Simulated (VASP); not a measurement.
# IrPt2 (P-3m1) in VASP: notebook

IrPt2 is run at these levels: PBE; tasks: single point, relaxation of cell and atoms.

Everything below comes from runs of VASP 6.6.1. Logs are shortened: lines on timing, memory, paths and dates and some standing lists are left out, and cuts for length are marked.

### Step 1. The cell of the first run

Symmetry: P-3m1, No. 164, trigonal system. The conventional cell has a = 2.779 Å, b = 2.779 Å, c = 13.724 Å, α = 90.00°, β = 90.00°, γ = 120.00°. Within 3.5 Å of Ir (site symmetry 3m) lie 9 Ir at 2.69 to 2.78 Å and 3 Pt at 2.78 Å. Pt (site symmetry 3m) has 3 Ir at 2.78 Å and 9 Pt at 2.78 to 2.84 Å within 3.7 Å. Within 3.7 Å of Pt (site symmetry 3m) lie 12 Pt at 2.78 to 2.85 Å.

### Step 2. Single point, PBE

The input, INCAR:

```
SYSTEM = IrPt2
PREC = Accurate ; ENCUT = 500
EDIFF = 1E-6 ; ISMEAR = 0
SIGMA = 0.1 ; LREAL = .FALSE.
LASPH = .TRUE. ; NELM = 120
ALGO = Normal ; ISIF = 2
LWAVE = .FALSE. ; LCHARG = .FALSE.
GGA = PE ; NBANDS = 38
GGA_COMPAT = .FALSE.
```

The input, KPOINTS:

```
Automatic mesh
0
G
  6 6 2
  0 0 0
```

The input, POSCAR:

```
IrPt2
1.0
    2.7788474531      0.0000000000      0.0000000000
   -1.3894237265      2.4065524876      0.0000000000
    0.0000000000      0.0000000000     13.7244866409
Ir Pt
2 4
Direct
    0.3333333333      0.6666666667      0.9215503650
    0.6666666667      0.3333333333      0.0784496350
    0.0000000000      0.0000000000      0.2434683729
    0.3333333333      0.6666666667      0.4143192739
    0.6666666667      0.3333333333      0.5856807261
    0.0000000000      0.0000000000      0.7565316271
```

Potentials or basis: VASP PAW PBE potentials, release 64 (Ir, Pt).

The run is started by

```
$ cat potpaw_PBE.64/Ir/POTCAR potpaw_PBE.64/Pt/POTCAR > POTCAR
$ mpirun -np 1 vasp_std > vasp.out
```

OUTCAR:

```text
SYSTEM = IrPt2
   PREC = Accurate
   ENCUT = 500
   EDIFF = 1E-6
   ISMEAR = 0
   LREAL = .FALSE.
   LASPH = .TRUE.
   NELM = 120
   ISIF = 2
   GGA = PE

 ion  position               nearest neighbor table
   1  0.333  0.667  0.922-   2 2.69   2 2.69   2 2.69   6 2.78   6 2.78   6 2.78
   2  0.667  0.333  0.078-   1 2.69   1 2.69   1 2.69   3 2.78   3 2.78   3 2.78
   3  0.000  0.000  0.243-   2 2.78   2 2.78   2 2.78   4 2.84   4 2.84   4 2.84
   4  0.333  0.667  0.414-   3 2.84   3 2.84   3 2.84   5 2.85   5 2.85   5 2.85
   5  0.667  0.333  0.586-   6 2.84   6 2.84   6 2.84   4 2.85   4 2.85   4 2.85
   6  0.000  0.000  0.757-   1 2.78   1 2.78   1 2.78   5 2.84   5 2.84   5 2.84

  LATTYP: Found a hexagonal cell.
 ALAT       =     2.7788474531
 C/A-ratio  =     4.9389132986

  Lattice vectors:

 A1 = (   2.7788474531,   0.0000000000,   0.0000000000)
 A2 = (  -1.3894237265,   2.4065524876,   0.0000000000)
 A3 = (   0.0000000000,   0.0000000000,  13.7244866409)

Analysis of symmetry for initial positions (statically):
=====================================================================
 Subroutine PRICEL returns:
 Original cell was already a primitive cell.

 Routine SETGRP: Setting up the symmetry group for a
 hexagonal supercell.

 Subroutine GETGRP returns: Found 12 space group operations
 (whereof 12 operations were pure point group operations)
 out of a pool of 24 trial point group operations.

The static configuration has the point symmetry D_3d.

Analysis of symmetry for dynamics (positions and initial velocities):
=====================================================================
 Subroutine PRICEL returns:
 Original cell was already a primitive cell.

 Routine SETGRP: Setting up the symmetry group for a
 hexagonal supercell.

 Subroutine GETGRP returns: Found 12 space group operations
 (whereof 12 operations were pure point group operations)
 out of a pool of 24 trial point group operations.

The dynamic configuration has the point symmetry D_3d.

 Subroutine INISYM returns: Found 12 space group operations
 (whereof 12 operations are pure point group operations),
 and found     1 'primitive' translations

----------------------------------------------------------------------------------------

                                     Primitive cell

  volume of cell :      91.7817

  direct lattice vectors                    reciprocal lattice vectors
     2.778847453  0.000000000  0.000000000     0.359861423  0.207766090  0.000000000
    -1.389423727  2.406552488  0.000000000     0.000000000  0.415532179  0.000000000
     0.000000000  0.000000000 13.724486641     0.000000000  0.000000000  0.072862470

  length of vectors
     2.778847453  2.778847453 13.724486641     0.415532179  0.415532179  0.072862470

  position of ions in fractional coordinates (direct lattice)
     0.333333333  0.666666667  0.921550365
     0.666666667  0.333333333  0.078449635
     0.000000000  0.000000000  0.243468373
     0.333333333  0.666666667  0.414319274
     0.666666667  0.333333333  0.585680726
     0.000000000  0.000000000  0.756531627

  ion indices of the primitive-cell ions
   primitive index   ion index
                 1           1
                 2           2
                 3           3
                 4           4
                 5           5
                 6           6

----------------------------------------------------------------------------------------

 KPOINTS: Automatic mesh

Automatic generation of k-mesh.
 Grid dimensions read from file:
 generate k-points for:    6    6    2

 Generating k-lattice:

  Cartesian coordinates                     Fractional coordinates (reciprocal lattice)
     0.059976904  0.034627682  0.000000000     0.166666667 -0.000000000  0.000000000
     0.000000000  0.069255363  0.000000000     0.000000000  0.166666667  0.000000000
     0.000000000  0.000000000  0.036431235     0.000000000  0.000000000  0.500000000

  Length of vectors
     0.069255363  0.069255363  0.036431235

  Shift w.r.t. Gamma in fractional coordinates (k-lattice)
     0.000000000  0.000000000  0.000000000

 Subroutine IBZKPT returns following result:
 ===========================================

 Found     14 irreducible k-points:

 Following reciprocal coordinates:
            Coordinates               Weight
  0.000000  0.000000  0.000000      1.000000
  0.166667 -0.000000  0.000000      6.000000
  0.333333 -0.000000  0.000000      6.000000
  0.500000 -0.000000  0.000000      3.000000
  0.166667  0.166667  0.000000      6.000000
  0.333333  0.166667  0.000000     12.000000
  0.333333  0.333333  0.000000      2.000000
  0.000000  0.000000  0.500000      1.000000
  0.166667 -0.000000  0.500000      6.000000
  0.333333 -0.000000  0.500000      6.000000
  0.500000 -0.000000  0.500000      3.000000
  0.166667  0.166667  0.500000      6.000000
  0.333333  0.166667  0.500000     12.000000
  0.333333  0.333333  0.500000      2.000000
   k-points           NKPTS =     14   k-points in BZ     NKDIM =     14   number of bands    NBANDS=     38
   number of dos      NEDOS =    301   number of ions     NIONS =      6
   total plane-waves  NPLWV =  40000
   dimension x,y,z NGX =    20 NGY =   20 NGZ =  100
   dimension x,y,z NGXF=    40 NGYF=   40 NGZF=  200
   ions per type =               2   4
   NGX,Y,Z   is equivalent  to a cutoff of  11.97, 11.97, 12.11 a.u.
   NGXF,Y,Z  is equivalent  to a cutoff of  23.93, 23.93, 24.23 a.u.
 SYSTEM =  IrPt2
   PREC   = accura    normal or accurate (medium, high low for compatibility)
   ISTART =      0    job   : 0-new  1-cont  2-samecut
   ICHARG =      2    charge: 1-file 2-atom 10-const
   ISPIN  =      1    spin polarized calculation?
   LNONCOLLINEAR =      F non collinear calculations
   LSORBIT =      F    spin-orbit coupling
   LASPH  =      T    aspherical Exc in radial PAW
   ENCUT  =  500.0 eV  36.75 Ry    6.06 a.u.   5.07  5.07 25.02*2*pi/ulx,y,z
   NELM   =    120;   NELMIN=  2; NELMDL= -5     # of ELM steps
   EDIFF  = 0.1E-05   stopping-criterion for ELM
   LREAL  =      F    real-space projection
   EDIFFG = 0.1E-04   stopping-criterion for IOM
   NSW    =      0    number of steps for IOM
   IBRION =     -1    ionic relax: 0-MD 1-quasi-New 2-CG
   NFREE  =      0    steps in history (QN), initial steepest desc. (CG)
   ISIF   =      2    stress and relaxation
   ISYM   =      2    0-nonsym 1-usesym 2-fastsym
   POTIM  = 0.5000    time-step for ionic-motion
   TEBEG  =    0.0;   TEEND  =   0.0 temperature during run
   PSTRESS=    0.0 pullay stress
   NELECT =      58.0000    total number of electrons
   NUPDOWN=      -1.0000    fix difference up-down
   EMIN   =  10.00;   EMAX   =-10.00  energy-range for DOS
   EFERMI =   0.00;   METHOD = LEGACY
   ISMEAR =     0;   SIGMA  =   0.10  broadening in eV -4-tet -1-fermi 0-gaus
   EFERMI_NEDOS =   21; number of points for ismear=-14 and -15
   IALGO  =     38    algorithm
   IMIX   =      4    mixing-type and parameters
     AMIX     =   0.40;   BMIX     =  1.00
     AMIX_MAG =   1.60;   BMIX_MAG =  1.00
  volume/ion in A,a.u.               =      15.30       103.23
  Fermi-wavevector in a.u.,A,eV,Ry     =   1.404857  2.654795 26.852773  1.973623
  Thomas-Fermi vector in A             =   2.527377
   LORBIT       =      0    0 simple, 1 ext, 2 COOP (PROOUT), +10 PAW based schemes
   GGA     = PE    functional components
   LHFCALC =     F    Hartree Fock is set to
   AEXX    =    0.0000 exact exchange contribution
   IVDW    =     0    specifies the selected vdW correction
   LEPSILON=     F    determine dielectric tensor
   LRPA    =     F    only Hartree local field effects (RPA)
 non-spin polarized calculation
 Gauss-broadening in eV      SIGMA  =   0.10
  energy-cutoff  :      500.00
  volume of cell :       91.78
 maximum number of plane-waves:      2352
   NGX = 11   NGY = 11   NGZ = 51

 number of electron      58.0000001 magnetization

 Free energy of the ion-electron system (eV)
  ---------------------------------------------------
  ext. energy  EPLUGINS =         0.00000000
  ---------------------------------------------------
  free energy    TOTEN  =       -42.25969991 eV

  energy without entropy =      -42.21196114  energy(sigma->0) =      -42.23583053

 E-fermi :  10.3635     XC(G=0): -13.4433

 val. band max:       10.3603989805   @ k =   0.1667   0.1667   0.5000
 cond. band min:      10.3662458613   @ k =   0.5000  -0.0000   0.0000
 fundamental gap:      0.0058468808
 Fermi energy:        10.3634538703

 k-point     1 :       0.0000    0.0000    0.0000
  band No.  band energies     occupation
      1       0.1125      2.00000
      2       1.2617      2.00000
      3       1.3260      2.00000
      4       2.8141      2.00000
      5       2.8878      2.00000
      6       3.2249      2.00000
[... 30 lines left out ...]
     37      16.0689      0.00000
     38      20.2632      0.00000

 k-point     2 :       0.1667   -0.0000    0.0000
  band No.  band energies     occupation
      1       1.0637      2.00000
      2       2.1183      2.00000
      3       2.1989      2.00000
      4       3.6244      2.00000
      5       3.7748      2.00000
      6       4.0412      2.00000
[... 30 lines left out ...]
     37      15.8944      0.00000
     38      20.6802      0.00000

 k-point     3 :       0.3333   -0.0000    0.0000
  band No.  band energies     occupation
      1       2.8606      2.00000
      2       3.2907      2.00000
      3       3.5327      2.00000
      4       3.8669      2.00000
      5       4.2244      2.00000
      6       4.3564      2.00000
[... 30 lines left out ...]
     37      17.3054      0.00000
[... 371 lines left out ...]
 k-point    13 :       0.3333    0.1667    0.5000
  band No.  band energies     occupation
      1       3.6951      2.00000
      2       3.8184      2.00000
      3       4.1459      2.00000
      4       4.2664      2.00000
      5       4.4673      2.00000
      6       4.7334      2.00000
[... 30 lines left out ...]
     37      16.6975      0.00000
     38      17.0532      0.00000

 k-point    14 :       0.3333    0.3333    0.5000
  band No.  band energies     occupation
      1       4.5185      2.00000
      2       4.5189      2.00000
      3       4.5189      2.00000
      4       4.9459      2.00000
      5       4.9459      2.00000
      6       4.9688      2.00000
[... 30 lines left out ...]
     37      17.7861      0.00000
     38      17.7878      0.00000

------------------------ aborting loop because EDIFF is reached ----------------------------------------

  FORCE on cell =-STRESS in cart. coord.  units (eV):
  Direction    XX          YY          ZZ          XY          YZ          ZX
  --------------------------------------------------------------------------------------
  -------------------------------------------------------------------------------------
  Total       -1.0668994     -1.0668994     -1.1052110     -0.0000000      0.0000000     -0.0000000
  in kB      -18.6242125    -18.6242125    -19.2929947     -0.0000000      0.0000000     -0.0000000
  external PRESSURE =     -18.8471399 kB  Pullay stress =       0.0000000 kB

 VOLUME and BASIS-vectors are now :
 -----------------------------------------------------------------------------
  energy-cutoff  :      500.00
  volume of cell :       91.78
      direct lattice vectors                 reciprocal lattice vectors
     2.778847453  0.000000000  0.000000000     0.359861423  0.207766090  0.000000000
    -1.389423727  2.406552488  0.000000000     0.000000000  0.415532179  0.000000000
     0.000000000  0.000000000 13.724486641     0.000000000  0.000000000  0.072862470

 POSITION                                       TOTAL-FORCE (eV/Angst)
 -----------------------------------------------------------------------------------
     -0.00000      1.60437     12.64781         0.000000     -0.000000      0.256393
      1.38942      0.80218      1.07668        -0.000000      0.000000     -0.256393
      0.00000      0.00000      3.34148         0.000000      0.000000      0.048386
     -0.00000      1.60437      5.68632         0.000000     -0.000000     -0.021612
      1.38942      0.80218      8.03817         0.000000      0.000000      0.021612
      0.00000      0.00000     10.38301         0.000000     -0.000000     -0.048386
 -----------------------------------------------------------------------------------
    total drift:                                0.000000     -0.000000     -0.000000

  FREE ENERGIE OF THE ION-ELECTRON SYSTEM (eV)
  ---------------------------------------------------
  free  energy   TOTEN  =       -42.2596999061 eV

  energy  without entropy=      -42.2119611442  energy(sigma->0) =      -42.23583053
```

It took 73 s on 1 thread of Intel Xeon Platinum 8375C at 2.90GHz (Ice Lake), shared host; peak memory 0.2 GiB.

What came out:

```yaml
Free_energy: -42.2597 eV
Pressure: -1.9 GPa
Largest_force: 0.256 eV/Å
Band_gap_on_the_k_mesh: zero (bands 29 and 30 overlap by 2.05 eV)
```

Forces in eV/Å, atoms in the order of the input:
```
Ir   0.000  0.000  0.256
Ir   0.000  0.000 -0.256
Pt   0.000  0.000  0.048
Pt   0.000  0.000 -0.022
Pt   0.000  0.000  0.022
Pt   0.000  0.000 -0.048
```

Caveat: the k points lie up to 0.44 Å⁻¹ apart, too coarse for converged energies and pressures of a metal; spin-orbit coupling is left out, which moves the levels of the heavy elements.

### Step 3. Relaxation of cell and atoms, PBE

This run uses another cell than the first one: it holds 3 atoms, not 6.

The input, INCAR:

```
SYSTEM = IrPt2
PREC = Accurate ; ENCUT = 500
EDIFF = 1E-7 ; ISMEAR = 0
SIGMA = 0.2 ; LREAL = .False.
LASPH = .True. ; NELM = 120
ALGO = Normal ; ISIF = 3
LWAVE = .False. ; LCHARG = .False.
GGA = PE ; IBRION = 2
NSW = 36 ; EDIFFG = -0.08
GGA_COMPAT = .False. ; NELMIN = 4
```

The input, KPOINTS:

```
Automatic mesh
0
Gamma
  7 7 5
  0 0 0
```

The input, POSCAR:

```
IrPt2
1.0
    3.3126595300      0.0000000000      0.0000000000
   -1.6563297600      2.8688473000      0.0000000000
    0.0000000000      0.0000000000      4.2069505600
Ir Pt
1 2
Direct
    0.0000000000      0.0000000000      0.0000000000
    0.3333333300      0.6666666700      0.2500000000
    0.6666666700      0.3333333300      0.7500000000
```

Potentials or basis: VASP PAW PBE potentials, release 64 (Ir, Pt).

The run is started by

```
$ cat potpaw_PBE.64/Ir/POTCAR potpaw_PBE.64/Pt/POTCAR > POTCAR
$ mpirun -np 1 vasp_std > vasp.out
```

It took 4.2 min on 1 thread of Intel Xeon Platinum 8375C at 2.90GHz (Ice Lake), shared host; peak memory 0.17 GiB.

Results (log left out):

```
Free energy                           : -19.1049 eV
Relaxed volume                        : 17.82 Å³/atom
Relaxed cell                          : a = 3.695 Å, b = 3.695 Å, c = 4.523 Å, α = 90.00°, β = 90.00°, γ = 120.00°
Space group after relaxing (to 0.1 Å) : P-3m1 (No. 164)
Pressure after relaxing               : 0.1 GPa
Largest force after relaxing          : 0.015 eV/Å
Band gap on the k mesh                : zero (an odd number of electrons rules out a gap without spin polarisation)
```

Forces in eV/Å, atoms in the order of the input:
```
Ir   0.000  0.000  0.000
Pt   0.000  0.000  0.015
Pt   0.000  0.000 -0.015
```

Stress tensor (GPa, compression positive):
```
 0.35  0.00  0.00
 0.00  0.35  0.00
 0.00  0.00 -0.42
```

Final structure:
```
Ir Pt
1.0
     3.69481    0.00000    0.00000
    -1.84740    3.19980    0.00000
     0.00000    0.00000    4.52268
Ir Pt
1 2
Direct
  0.00000 0.00000 0.00000
  0.33333 0.66667 0.31414
  0.66667 0.33333 0.68586
```

Levels at points of the mesh, in eV from the Fermi level:
```
           k point  band 12  band 13  band 14  band 15  band 16  band 17
(0.00, 0.00, 0.00)    -0.25    -0.25     0.20     0.62     0.62     2.55
```

Caveat: the volume moved by over 15 % at a fixed basis, so the end points are rough; spin-orbit coupling is left out, which moves the levels of the heavy elements.

(Part 1 of 2 ends here.)
